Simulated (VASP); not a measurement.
A run of VASP 6.6.1 is set up as follows.

Contents of INCAR:

```
ALGO = Fast
EDIFF = 1E-7
ENCUT = 520
GGA = PE
ISIF = 2
ISMEAR = 0
LASPH = T
LCHARG = F
LREAL = F
LWAVE = F
NBANDS = 30
NELM = 100
PREC = Accurate
SIGMA = 0.1
```

Contents of KPOINTS:

```
k-points
0
Gamma
  10 10 10
```

Contents of POSCAR:

```
RbTi3
1.0
    4.4366076568      0.0000000000      0.0000000000
    0.0000000000      4.4366076568      0.0000000000
    0.0000000000      0.0000000000      4.4366076568
Rb Ti
1 3
Direct
    0.0000000000      0.0000000000      0.0000000000
    0.0000000000      0.5000000000      0.5000000000
    0.5000000000      0.0000000000      0.5000000000
    0.5000000000      0.5000000000      0.0000000000
```

Potentials or basis: VASP PAW PBE potentials, release 64 (Rb_sv, Ti_sv).

Launch:

```sh
$ cat potpaw_PBE.64/Rb_sv/POTCAR potpaw_PBE.64/Ti_sv/POTCAR > POTCAR
$ mpirun -np 1 vasp_std > vasp.out
```

(1) Predict the pressure.

Answers

(1) 0.2 GPa.
